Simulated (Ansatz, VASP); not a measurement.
**Zr2O: VASP beside Ansatz**

Contents of INCAR:

```
  PREC = Accurate
  ENCUT = 520
  EDIFF = 1E-7
  ISMEAR = 0
  SIGMA = 0.15
  LREAL = F
  LASPH = T
  NELM = 100
  ALGO = Normal
  ISIF = 2
  LWAVE = F
  LCHARG = F
  GGA = PS
  NBANDS = 39
```

Contents of KPOINTS:

```
Automatic mesh
0
Gamma
  10 10 10
```

Contents of POSCAR:

```
Zr2O
1.0
    4.9442968303      0.0000000000      0.0000000000
    0.0000000000      4.9442968303      0.0000000000
    0.0000000000      0.0000000000      4.8002881848
Zr O
4 2
Direct
    0.2500000000      0.2500000000      0.7500000000
    0.7500000000      0.2500000000      0.2500000000
    0.2500000000      0.7500000000      0.2500000000
    0.7500000000      0.7500000000      0.7500000000
    0.0000000000      0.0000000000      0.0000000000
    0.5000000000      0.5000000000      0.5000000000
```

Input for Ansatz:

```yaml
crystal:
  lattice:
    - [4.9442968303, 0.0, 0.0]
    - [0.0, 4.9442968303, 0.0]
    - [0.0, 0.0, 4.8002881848]
  atoms:
    - { symbol: Zr, position: [0.25, 0.25, 0.75] }
    - { symbol: Zr, position: [0.75, 0.25, 0.25] }
    - { symbol: Zr, position: [0.25, 0.75, 0.25] }
    - { symbol: Zr, position: [0.75, 0.75, 0.75] }
    - { symbol: O, position: [0.0, 0.0, 0.0] }
    - { symbol: O, position: [0.5, 0.5, 0.5] }
basis:
  ecutwfc: 420
kpoints:
  mp_grid: { grid: [10, 10, 10] }
hamiltonian:
  xc: pbesol
scf:
  occupations: { method: gaussian, width: 0.15 }
output:
  forces: true
  stress: true
  eigenvalues: true
```

Change from the starting cell: strain +0.030 along x and y, +0.000 along z, atoms carried along.

Alike in both runs: task single point; functional PBEsol; k mesh 10 × 10 × 10; occupations gaussian, width 0.15 eV; no spin polarisation.

```csv
,VASP,Ansatz
version,VASP 6.6.1,Ansatz 0.2.0
potentials or method,"VASP PAW PBE potentials, release 64 (Zr_sv, O), cutoff 520 eV","scalar-relativistic, plane waves, PAW"
valence electrons in the cell,60,60
```

```tsv
	VASP	Ansatz	Ansatz less VASP
gap on the k mesh at the Fermi level (eV)	none	none	-
pressure (GPa)	-7.3	-7.5	-0.19
traceless stress, the component that is largest in VASP (GPa)	1.05	1.06	+0.009
```

VASP's potentials were made for PBE, not for PBEsol. A gap of «none» marks a metal or a gap that the smearing closes. The functional is the same, so the differences come from potentials, cutoffs and numerics.
